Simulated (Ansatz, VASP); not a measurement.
**KBr in VASP and in Ansatz**

```
CELL_PARAMETERS angstrom
0.00000 3.21019 3.29250
3.21019 0.00000 3.29250
3.21019 3.21019 0.00000
ATOMIC_POSITIONS crystal
K 0.00000 0.00000 0.00000
Br 0.50000 0.50000 0.50000
```

Change from the starting cell: strain -0.025 along x and y, +0.000 along z, atoms carried along.

Alike in both runs: task single point; functional PBE; k mesh 6 × 6 × 6; occupations gaussian, width 0.05 eV; no spin polarisation.

```csv
,VASP,Ansatz
version,VASP 6.6.1,Ansatz 0.2.0
potentials or method,"VASP PAW PBE potentials, release 64 (K_sv, Br), cutoff 520 eV","scalar-relativistic, plane waves, PAW"
valence electrons in the cell,16,16
```

```tsv
	VASP	Ansatz	Ansatz less VASP
gap on the k mesh at the Fermi level (eV)	4.59	4.59	+0.002
least direct gap on the mesh (eV)	4.59	4.59	+0.002
pressure (GPa)	1.9	1.9	-0.05
traceless stress, the component that is largest in VASP (GPa)	-0.72	-0.71	+0.011
```
